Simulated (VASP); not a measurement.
# HCl in VASP: notebook

HCl is run at these levels: r2SCAN+D3(BJ); tasks: single point.

Everything below comes from runs of VASP 6.6.1. Logs are shortened: lines on timing, memory, paths and dates and some standing lists are left out, and cuts for length are marked.

## Step 1: The cell of the first run

The cell holds a disordered packing, 24 atoms: a = 8.496 Å, b = 8.485 Å, c = 8.485 Å, α = 90.00°, β = 90.00°, γ = 90.00°.

## Step 2: Single point, r2SCAN+D3(BJ)

The input, POSCAR:

```
HCl
1.0
    8.4962540000      0.0000000000      0.0000000000
    0.0000000000      8.4852510000      0.0000000000
    0.0000000000      0.0000000000      8.4850170000
Cl H
12 12
Direct
    0.1497718877      0.0496979995      0.3186793851
    0.8733025166      0.8025219289      0.5475298400
    0.6337734253      0.1850505071      0.2812840564
    0.3206001139      0.0842756449      0.9405638197
    0.7362538832     -0.0277304702      0.9004814015
    0.9977691345      0.3846674659      0.6035344419
    0.4661701498      0.7122947807      0.1626867689
    0.9379898482      0.7076278592      0.1461045983
    0.1769721103      0.7173034716      0.8341645043
    0.5393671140      0.4584071821      0.6161213348
    0.4482092932      0.8828024062      0.5666341034
   -0.0430307286      0.3243156861      1.0149773418
    0.2369985643      0.0559205615      0.1829931513
    0.9075293653      0.7988213902      0.4013780998
    0.5989345422      0.3029609849      0.3884847844
    0.2315491039     -0.0157685377      0.8806110819
    0.6228745045      0.0520432454      0.8621668053
    1.0281472282      0.5219998796      0.6506410064
    0.5486182499      0.8344479144      0.1253975095
    0.9509720401      0.5551986618      0.1382436830
    0.2936352892      0.7393888525      0.7302401398
    0.5788080253      0.5191950126      0.4869171152
    0.3588993455      0.9118292435      0.4513603214
    0.0409709973      0.3129194410      0.8978296685
```

The input, INCAR.step1:

```
SYSTEM = HCl
ALGO = Normal
EDIFF = 1E-5
ENCUT = 440
GGA = PE
GGA_COMPAT = .False.
ISMEAR = -1
LASPH = .True.
LCHARG = .False.
LREAL = .False.
LWAVE = .True.
NBANDS = 66
NELM = 120
PREC = Accurate
SIGMA = 0.02
```

The input, INCAR.step2:

```
SYSTEM = HCl
ALGO = Normal
EDIFF = 1E-6
ENCUT = 440
GGA_COMPAT = .False.
ISIF = 2
ISMEAR = -1
ISTART = 1
IVDW = 12
LASPH = .True.
LCHARG = .False.
LMIXTAU = .True.
LREAL = .False.
LWAVE = .False.
METAGGA = R2SCAN
NBANDS = 66
NELM = 120
PREC = Accurate
SIGMA = 0.02
VDW_A1 = 0.49484001
VDW_A2 = 5.73083694
VDW_S6 = 1.0
VDW_S8 = 0.78981345
```

The input, KPOINTS:

```
k-points
0
Gamma
  1 1 1
  0 0 0
```

Potentials or basis: VASP PAW PBE potentials, release 64 (Cl, H).

Run with:

```sh
> cat potpaw_PBE.64/Cl/POTCAR potpaw_PBE.64/H/POTCAR > POTCAR
> cp INCAR.step1 INCAR
> mpirun -np 1 vasp_gam > vasp.out
> cp INCAR.step2 INCAR
> mpirun -np 1 vasp_gam > vasp.out
```

OUTCAR:

```text
SYSTEM = HCl
   EDIFF = 1E-6
   ENCUT = 440
   ISIF = 2
   ISMEAR = -1
   ISTART = 1
   IVDW = 12
   LASPH = .True.
   LREAL = .False.
   METAGGA = R2SCAN
   NELM = 120
   PREC = Accurate
 IVDW          = 12

 ion  position               nearest neighbor table
   1  0.150  0.050  0.319-  13 1.37
   2  0.873  0.803  0.548-  14 1.27
   3  0.634  0.185  0.281-  15 1.38
   4  0.321  0.084  0.941-  16 1.25
   5  0.736  0.972  0.900-  17 1.22
   6  0.998  0.385  0.604-  18 1.26
[... 16 lines left out ...]
  23  0.359  0.912  0.451-  11 1.26
  24  0.041  0.313  0.898-  12 1.23

  LATTYP: Found a simple orthorhombic cell.
 ALAT       =     8.4850170000
 B/A-ratio  =     1.0000275780
 C/A-ratio  =     1.0013243344

  Lattice vectors:

 A1 = (   0.0000000000,   0.0000000000,  -8.4850170000)
 A2 = (   0.0000000000,   8.4852510000,   0.0000000000)
 A3 = (   8.4962540000,   0.0000000000,   0.0000000000)

Analysis of symmetry for initial positions (statically):
=====================================================================
 Subroutine PRICEL returns:
 Original cell was already a primitive cell.

 Routine SETGRP: Setting up the symmetry group for a
 simple orthorhombic supercell.

 Subroutine GETGRP returns: Found  1 space group operations
 (whereof  1 operations were pure point group operations)
 out of a pool of  8 trial point group operations.

The static configuration has the point symmetry C_1 .

Analysis of symmetry for dynamics (positions and initial velocities):
=====================================================================
 Subroutine PRICEL returns:
 Original cell was already a primitive cell.

 Routine SETGRP: Setting up the symmetry group for a
 simple orthorhombic supercell.

 Subroutine GETGRP returns: Found  1 space group operations
 (whereof  1 operations were pure point group operations)
 out of a pool of  8 trial point group operations.

The dynamic configuration has the point symmetry C_1 .

 Subroutine INISYM returns: Found  1 space group operations
 (whereof  1 operations are pure point group operations),
 and found     1 'primitive' translations

----------------------------------------------------------------------------------------

                                     Primitive cell

  volume of cell :     611.7090

  direct lattice vectors                    reciprocal lattice vectors
     8.496254000  0.000000000  0.000000000     0.117698929  0.000000000  0.000000000
     0.000000000  8.485251000  0.000000000     0.000000000  0.117851552  0.000000000
     0.000000000  0.000000000  8.485017000     0.000000000  0.000000000  0.117854802

  length of vectors
     8.496254000  8.485251000  8.485017000     0.117698929  0.117851552  0.117854802

  position of ions in fractional coordinates (direct lattice)
     0.149771888  0.049697999  0.318679385
     0.873302517  0.802521929  0.547529840
     0.633773425  0.185050507  0.281284056
     0.320600114  0.084275645  0.940563820
     0.736253883  0.972269530  0.900481402
     0.997769134  0.384667466  0.603534442
[... 16 lines left out ...]
     0.358899345  0.911829244  0.451360321
     0.040970997  0.312919441  0.897829669

  ion indices of the primitive-cell ions
   primitive index   ion index
                 1           1
                 2           2
                 3           3
                 4           4
                 5           5
                 6           6
[... 16 lines left out ...]
                23          23
                24          24

----------------------------------------------------------------------------------------

 KPOINTS: k-points

Automatic generation of k-mesh.
 Grid dimensions read from file:
 generate k-points for:    1    1    1

 Generating k-lattice:

  Cartesian coordinates                     Fractional coordinates (reciprocal lattice)
     0.117698929  0.000000000  0.000000000     1.000000000  0.000000000  0.000000000
     0.000000000  0.117851552  0.000000000     0.000000000  1.000000000  0.000000000
[... 43 lines left out ...]
   TEBEG  =    0.0;   TEEND  =   0.0 temperature during run
   PSTRESS=    0.0 pullay stress
   NELECT =      96.0000    total number of electrons
   NUPDOWN=      -1.0000    fix difference up-down
   EMIN   =  10.00;   EMAX   =-10.00  energy-range for DOS
   EFERMI =   0.00;   METHOD = LEGACY
   ISMEAR =    -1;   SIGMA  =   0.02  broadening in eV -4-tet -1-fermi 0-gaus
   EFERMI_NEDOS =   21; number of points for ismear=-14 and -15
   IALGO  =     38    algorithm
   IMIX   =      4    mixing-type and parameters
     AMIX     =   0.40;   BMIX     =  1.00
     AMIX_MAG =   1.60;   BMIX_MAG =  1.00
  volume/ion in A,a.u.               =      25.49       172.00
  Fermi-wavevector in a.u.,A,eV,Ry     =   0.883047  1.668716 10.609432  0.779771
  Thomas-Fermi vector in A             =   2.003760
   LORBIT       =      0    0 simple, 1 ext, 2 COOP (PROOUT), +10 PAW based schemes
   METAGGA = R2SCAN    functional components
   LHFCALC =     F    Hartree Fock is set to
   AEXX    =    0.0000 exact exchange contribution
   IVDW    =    12    specifies the selected vdW correction
   LEPSILON=     F    determine dielectric tensor
   LRPA    =     F    only Hartree local field effects (RPA)
 non-spin polarized calculation
  energy-cutoff  :      440.00
  volume of cell :      611.71
 maximum number of plane-waves:      6447
 NGX is ok and might be reduce to    60
   NGX = 29   NGY = 29   NGZ = 29

 number of electron      95.9999985 magnetization

 Free energy of the ion-electron system (eV)
  ---------------------------------------------------
  ext. energy  EPLUGINS =         0.00000000
  ---------------------------------------------------
  free energy    TOTEN  =      -126.28817645 eV

  energy without entropy =     -126.28817645  energy(sigma->0) =     -126.28817645

 E-fermi :  -3.4216     XC(G=0):  -6.2535

 val. band max:       -3.9555091079   @ k =   0.0000   0.0000   0.0000
 cond. band min:       2.0268121854   @ k =   0.0000   0.0000   0.0000
 fundamental gap:      5.9823212933
 Fermi energy:        -3.4216468687

 k-point     1 :       0.0000    0.0000    0.0000
  band No.  band energies     occupation
      1     -19.2498      2.00000
      2     -18.8050      2.00000
      3     -18.7717      2.00000
      4     -18.6506      2.00000
      5     -18.6052      2.00000
      6     -18.3537      2.00000
[... 52 lines left out ...]
     59       4.5034      0.00000
     60       4.7235      0.00000
 [bands above 60 left out]

------------------------ aborting loop because EDIFF is reached ----------------------------------------

 Edisp (eV)   -0.75939

 E8    (eV) :    -0.1710

  FORCE on cell =-STRESS in cart. coord.  units (eV):
  Direction    XX          YY          ZZ          XY          YZ          ZX
  --------------------------------------------------------------------------------------
  -------------------------------------------------------------------------------------
  Total       1.89416     0.86831     0.77926    -0.18350    -0.72197     2.08786
  in kB       4.96115     2.27426     2.04104    -0.48061    -1.89097     5.46849
  external pressure =        3.09 kB  Pullay stress =        0.00 kB

 VOLUME and BASIS-vectors are now :
 -----------------------------------------------------------------------------
  energy-cutoff  :      440.00
  volume of cell :      611.71
      direct lattice vectors                 reciprocal lattice vectors
     8.496254000  0.000000000  0.000000000     0.117698929  0.000000000  0.000000000
     0.000000000  8.485251000  0.000000000     0.000000000  0.117851552  0.000000000
     0.000000000  0.000000000  8.485017000     0.000000000  0.000000000  0.117854802

 POSITION                                       TOTAL-FORCE (eV/Angst)
 -----------------------------------------------------------------------------------
      1.27250      0.42170      2.70400         0.964148      0.016547     -1.351599
      7.41980      6.80960      4.64580        -0.118586      0.108022      0.380607
      5.38470      1.57020      2.38670        -0.429887      1.683683      1.351748
      2.72390      0.71510      7.98070         0.941914      1.292863      0.628723
      6.25540      8.24995      7.64060         1.600362     -1.265648      0.649891
      8.47730      3.26400      5.12100        -0.073205     -0.834672     -0.357544
[... 16 lines left out ...]
      3.04930      7.73710      3.82980        -0.668970      0.242914     -0.641531
      0.34810      2.65520      7.61810         1.112665      0.001060     -1.625155
 -----------------------------------------------------------------------------------
    total drift:                               -0.003574      0.000456      0.000559

  FREE ENERGIE OF THE ION-ELECTRON SYSTEM (eV)
  ---------------------------------------------------
  free  energy   TOTEN  =      -127.0475649226 eV

  energy  without entropy=     -127.0475649226  energy(sigma->0) =     -127.04756492
```

Run time: 3.9 min. Hardware: 1 thread of Intel Xeon Platinum 8488C (Sapphire Rapids), shared host; peak memory 0.52 GiB.

Results:

| Property | Result |
| --- | --- |
| Free energy | -127.0476 eV |
| Pressure | 0.3 GPa |
| Largest force | 2.334 eV/Å |
| Dispersion energy per atom | -0.032 eV |

Forces on the atoms (eV/Å):
```
Cl   0.964  0.017 -1.352
Cl  -0.119  0.108  0.381
Cl  -0.430  1.684  1.352
Cl   0.942  1.293  0.629
Cl   1.600 -1.266  0.650
Cl  -0.073 -0.835 -0.358
Cl   0.111  0.196 -0.005
Cl   0.006 -0.105  0.030
Cl   0.786  0.029 -0.708
Cl  -0.211 -0.424  0.538
Cl   0.647 -0.201  0.716
Cl  -1.196 -0.142  1.705
H   -1.000 -0.046  1.378
H    0.093 -0.121 -0.366
H    0.419 -1.857 -1.351
H   -0.868 -1.153 -0.568
H   -1.629  1.197 -0.619
H    0.127  0.807  0.253
H   -0.037 -0.247  0.018
H    0.011  0.284 -0.076
H   -0.810 -0.102  0.578
H    0.221  0.638 -0.556
H   -0.669  0.243 -0.642
H    1.113  0.001 -1.625
```

Caveat: the k points lie up to 0.74 Å⁻¹ apart; the atoms stand as in a frame of molecular dynamics; the PAW data sets were made with another functional, which shifts forces and pressure a little.

## Step 3: Single point, r2SCAN+D3(BJ)

The input, POSCAR:

```
HCl
1.0
    8.5076870000      0.0000000000      0.0000000000
    0.0000000000      8.4789860000      0.0000000000
    0.0000000000      0.0000000000      8.4790870000
Cl H
12 12
Direct
    0.1537550688      0.0520109362      0.3173219003
    0.8697781195      0.8031266946      0.5475943342
    0.6362363825      0.1804578991      0.2825775936
    0.3222615030      0.0844558536      0.9392284806
    0.7353585058     -0.0242363886      0.8963347115
    0.9959346177      0.3840199760      0.6057020054
    0.4661196398      0.7156398183      0.1639327442
    0.9362709277      0.7042469465      0.1467492903
    0.1736194573      0.7206286223      0.8306672641
    0.5412281858      0.4587930679      0.6209866699
    0.4474306589      0.8813435946      0.5652259494
   -0.0420560841      0.3245435244      1.0154513098
    0.2354458973      0.0709282926      0.2003281721
    0.9070032783      0.7861553256      0.3964695727
    0.5940980198      0.2833593545      0.3683179569
    0.2285580088     -0.0159806845      0.8638312120
    0.6011269573      0.0541810070      0.8582409875
    1.0477230768      0.5207816123      0.6714284215
    0.5350690499      0.8439098732      0.1184089749
    0.9672664262      0.5546771748      0.1381752540
    0.2805227790      0.7273629182      0.7263989625
    0.5695555090      0.5153682292      0.4786128507
    0.3456521144      0.9100380635      0.4425358532
    0.0572541044      0.3017341932      0.8948958774
```

The input, INCAR.step1:

```
SYSTEM = HCl
ALGO = Normal
EDIFF = 1E-5
ENCUT = 440
GGA = PE
GGA_COMPAT = .FALSE.
ISMEAR = -1
LASPH = .TRUE.
LCHARG = .FALSE.
LREAL = .FALSE.
LWAVE = .TRUE.
NBANDS = 66
NELM = 120
PREC = Accurate
SIGMA = 0.02
```

The input, INCAR.step2:

```
SYSTEM = HCl
ALGO = Normal
EDIFF = 1E-6
ENCUT = 440
GGA_COMPAT = .FALSE.
ISIF = 2
ISMEAR = -1
ISTART = 1
IVDW = 12
LASPH = .TRUE.
LCHARG = .TRUE.
LELF = .TRUE.
LMIXTAU = .TRUE.
LREAL = .FALSE.
LVHAR = .TRUE.
LWAVE = .FALSE.
METAGGA = R2SCAN
NBANDS = 66
NELM = 120
PREC = Accurate
SIGMA = 0.02
VDW_A1 = 0.49484001
VDW_A2 = 5.73083694
VDW_S6 = 1.0
VDW_S8 = 0.78981345
```

The input, KPOINTS:

```
k-points
0
G
  1 1 1
  0 0 0
```

Potentials or basis: VASP PAW PBE potentials, release 64 (Cl, H).

Run with:

```sh
> cat potpaw_PBE.64/Cl/POTCAR potpaw_PBE.64/H/POTCAR > POTCAR
> cp INCAR.step1 INCAR
> mpirun -np 1 vasp_gam > vasp.out
> cp INCAR.step2 INCAR
> mpirun -np 1 vasp_gam > vasp.out
```

Wall time 4 min (1 thread of Intel Xeon Platinum 8488C (Sapphire Rapids), shared host); peak memory 0.52 GiB.

It converged, with:

```
Free energy                : -126.8128 eV
Pressure                   : -0.5 GPa
Largest force              : 3.561 eV/Å
Dispersion energy per atom : -0.032 eV
```

Forces in eV/Å, atoms in the order of the input:
```
Cl  -1.291 -0.358  2.008
Cl   0.240  0.013 -1.003
Cl   1.092 -2.514 -2.274
Cl  -0.507 -0.263 -0.546
Cl  -1.661  0.840 -0.366
Cl   0.723  1.418  0.651
Cl   0.113  0.284 -0.080
Cl   0.024  0.040  0.022
Cl  -0.578 -0.218  0.481
Cl   0.162  0.323 -1.110
Cl  -1.113  0.277 -1.384
Cl   0.876 -0.460 -0.957
H    1.235  0.277 -1.897
H   -0.246 -0.026  0.978
H   -1.092  2.410  2.246
H    0.633  0.442  0.519
H    1.608 -0.933  0.399
H   -0.646 -1.430 -0.730
H   -0.050 -0.358  0.062
H   -0.013  0.153 -0.061
H    0.582  0.116 -0.585
H   -0.184 -0.164  1.145
H    1.046 -0.197  1.438
H   -0.953  0.328  1.044
```

Stress tensor (GPa, compression positive):
```
-0.75 -0.14 -1.00
-0.14 -0.30  0.41
-1.00  0.41 -0.38
```

Levels at points of the mesh, in eV from the Fermi level:
```tsv
k point	band 44	band 45	band 46	band 47	band 48	band 49	band 50	band 51	band 52	band 53
(0.00, 0.00, 0.00)	-0.94	-0.86	-0.81	-0.65	-0.55	5.15	6.17	6.29	6.37	6.53
```

Caveat: the k points lie up to 0.74 Å⁻¹ apart; the atoms stand as in a frame of molecular dynamics; the PAW data sets were made with another functional, which shifts forces and pressure a little.

## Step 4: Single point, r2SCAN+D3(BJ)

The input, POSCAR:

```
HCl
1.0
    8.5193000000      0.0000000000      0.0000000000
    0.0000000000      8.4723790000      0.0000000000
    0.0000000000      0.0000000000      8.4744160000
Cl H
12 12
Direct
    0.1576772740      0.0546127599      0.3171309976
    0.8660922846      0.8033162822      0.5473533515
    0.6380336413      0.1749331563      0.2833351584
    0.3241346120      0.0845217146      0.9379761390
    0.7331823037     -0.0201714300      0.8925570800
    0.9947648281      0.3832925793      0.6078412955
    0.4657307525      0.7191250533      0.1655807315
    0.9345251370      0.7009011282      0.1475735909
    0.1695679222      0.7232207152      0.8278092555
    0.5436362142      0.4602249262      0.6255298300
    0.4460812508      0.8801424016      0.5635078571
   -0.0405197610      0.3249736585      1.0152558005
    0.2481894052      0.0881334511      0.1844846890
    0.9013064454      0.7721798092      0.4078275128
    0.5754580775      0.2924916366      0.3809938054
    0.2332703391     -0.0158751161      0.8569794072
    0.6039228575      0.0381120816      0.8572036114
    1.0553331847      0.4929430093      0.6842005396
    0.5228950735      0.8464564675      0.1081136446
    0.9885436597      0.5589457223      0.1401276501
    0.2771002312      0.7187709615      0.7166629535
    0.5513481155      0.5110961160      0.4869362089
    0.3496766166      0.9041498262      0.4571288452
    0.0588898149      0.2988770923      0.9073545599
```

The input, INCAR.step1:

```
ALGO = Normal
EDIFF = 1E-5
ENCUT = 440
GGA = PE
GGA_COMPAT = F
ISMEAR = -1
LASPH = T
LCHARG = F
LREAL = F
LWAVE = T
NBANDS = 66
NELM = 120
PREC = Accurate
SIGMA = 0.02
```

The input, INCAR.step2:

```
ALGO = Normal
EDIFF = 1E-6
ENCUT = 440
GGA_COMPAT = F
ISIF = 2
ISMEAR = -1
ISTART = 1
IVDW = 12
LASPH = T
LCHARG = F
LMIXTAU = T
LREAL = F
LWAVE = F
METAGGA = R2SCAN
NBANDS = 66
NELM = 120
PREC = Accurate
SIGMA = 0.02
VDW_A1 = 0.49484001
VDW_A2 = 5.73083694
VDW_S6 = 1.0
VDW_S8 = 0.78981345
```

The input, KPOINTS:

```
k-points
0
Gamma
  1 1 1
```

Run with:

```sh
> cat potpaw_PBE.64/Cl/POTCAR potpaw_PBE.64/H/POTCAR > POTCAR
> cp INCAR.step1 INCAR
> mpirun -np 1 vasp_gam > vasp.out
> cp INCAR.step2 INCAR
> mpirun -np 1 vasp_gam > vasp.out
```

It took 3.8 min on 1 thread of Intel Xeon Platinum 8488C (Sapphire Rapids), shared host; peak memory 0.52 GiB.

The run converged. Its results:

* Free energy: -126.8158 eV
* Pressure: 0.1 GPa
* Largest force: 2.689 eV/Å
* Dispersion energy per atom: -0.032 eV

Forces in eV/Å, atoms in the order of the input:
```
Cl   1.163  0.466 -1.623
Cl  -0.308  0.353  1.166
Cl  -0.999  1.934  1.418
Cl  -0.510 -0.308 -0.676
Cl   1.086 -0.613  0.389
Cl  -0.387 -1.090 -0.785
Cl  -0.075 -0.094  0.013
Cl   0.016  0.155  0.038
Cl   0.380 -0.184 -0.402
Cl  -0.110 -0.439  0.727
Cl   1.228 -0.374  1.346
Cl  -0.333 -0.139  0.464
H   -1.309 -0.569  1.716
H    0.302 -0.322 -1.192
H    0.996 -2.056 -1.418
H    0.633  0.480  0.690
H   -1.096  0.545 -0.370
H    0.429  1.083  0.636
H    0.126  0.006 -0.022
H   -0.037  0.028 -0.054
H   -0.339  0.147  0.375
H    0.084  0.611 -0.739
H   -1.245  0.425 -1.321
H    0.305 -0.046 -0.375
```

Stress tensor (GPa, compression positive):
```
 0.18 -0.12  0.72
-0.12 -0.16 -0.25
 0.72 -0.25  0.30
```

Levels at points of the mesh, in eV from the Fermi level:
| k point | band 45 | band 46 | band 47 | band 48 | band 49 | band 50 | band 51 | band 52 |
| --- | --- | --- | --- | --- | --- | --- | --- | --- |
| (0.00, 0.00, 0.00) | -0.90 | -0.84 | -0.66 | -0.56 | 5.10 | 5.88 | 6.39 | 6.70 |

Caveat: the k points lie up to 0.74 Å⁻¹ apart; the atoms stand as in a frame of molecular dynamics; the PAW data sets were made with another functional, which shifts forces and pressure a little.

## Step 5: Overview

| cell | pressure (GPa) | largest force (eV/Å) |
| --- | --- | --- |
| a = 8.496, b = 8.485, c = 8.485 Å, 24 atoms, atomic positions A | 0.3 | 2.33 |
| a = 8.508, b = 8.479, c = 8.479 Å, 24 atoms, atomic positions B | -0.5 | 3.56 |
| a = 8.519, b = 8.472, c = 8.474 Å, 24 atoms, atomic positions C | 0.1 | 2.69 |

Alike in all rows: task single point; level r2SCAN+D3(BJ); potentials or basis VASP PAW PBE potentials, release 64 (Cl, H); no spin polarisation; k mesh 1 × 1 × 1; cutoff (eV) 440; smearing fermi-dirac 0.02 eV.

Caveats: all runs use coarse meshes; the atoms stand as in a frame of molecular dynamics; the PAW data sets were made with another functional, which shifts forces and pressure a little.

Total energies depend on the potentials used, so only differences within one code and one set of settings carry meaning.
